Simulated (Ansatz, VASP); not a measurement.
## PbSe: VASP beside Ansatz

The input INCAR:

```
PREC = Accurate
ENCUT = 500
EDIFF = 1E-6
ISMEAR = 0
SIGMA = 0.01
LREAL = F
LASPH = T
NELM = 200
ALGO = Normal
ISIF = 2
LWAVE = F
LCHARG = F
MAGMOM = 0 0 0 0 0 0 0 0 0 0 0 0
LORBIT = 11
LSORBIT = T
GGA_COMPAT = F
LORBMOM = T
GGA = PS
NBANDS = 54
```

KPOINTS

```
Automatic mesh
0
Gamma
  6 6 4
```

POSCAR

```
PbSe
1.0
    2.1548765000     -6.1339475000      0.0000000000
    2.1548765000      6.1339475000      0.0000000000
    0.0000000000      0.0000000000      4.4504940000
Pb Se
2 2
Direct
    0.6317610000      0.3682390000      0.7500000000
    0.3682390000      0.6317610000      0.2500000000
    0.8612900000      0.1387100000      0.7500000000
    0.1387100000      0.8612900000      0.2500000000
```

Input for Ansatz:

```yaml
crystal:
  lattice:
    a: 4.309753
    b: 12.267895
    c: 4.450494
    alpha: 90.0
    beta: 90.0
    gamma: 90.0
  space_group: 63
  setting:
    hermann_mauguin: Cmcm
  atoms:
    - { symbol: Pb, position: [0.5, 0.868239, 0.75] }
    - { symbol: Se, position: [0.5, 0.63871, 0.75] }
  reduce_to_primitive: true
basis:
  ecutwfc: 550.0
kpoints:
  mp_grid:
    grid: [6, 6, 4]
hamiltonian:
  xc: pbesol
magnetization:
  noncollinear: true
  spin_orbit: true
scf:
  occupations:
    method: fixed
output:
  eigenvalues: true
```

Alike in both runs: task single point; functional PBEsol; k mesh 6 × 6 × 4; non-collinear spin, spin-orbit coupling.

```csv
,VASP,Ansatz
version,VASP 6.6.1,Ansatz 0.2.0
potentials or method,"VASP PAW PBE potentials, release 64 (Pb_d, Se), cutoff 500 eV","plane waves, PAW"
occupations,"gaussian, width 0.01 eV",fixed
valence electrons in the cell,40,60
```

|  | VASP | Ansatz | Ansatz less VASP |
| --- | --- | --- | --- |
| net moment per atom (μB) | 0.00 | 0.00 | 0.000 |

VASP's potentials were made for PBE, not for PBEsol. VASP's potentials hold 40 valence electrons a cell and Ansatz's 60, so a difference there can come from the potentials and not from the codes.
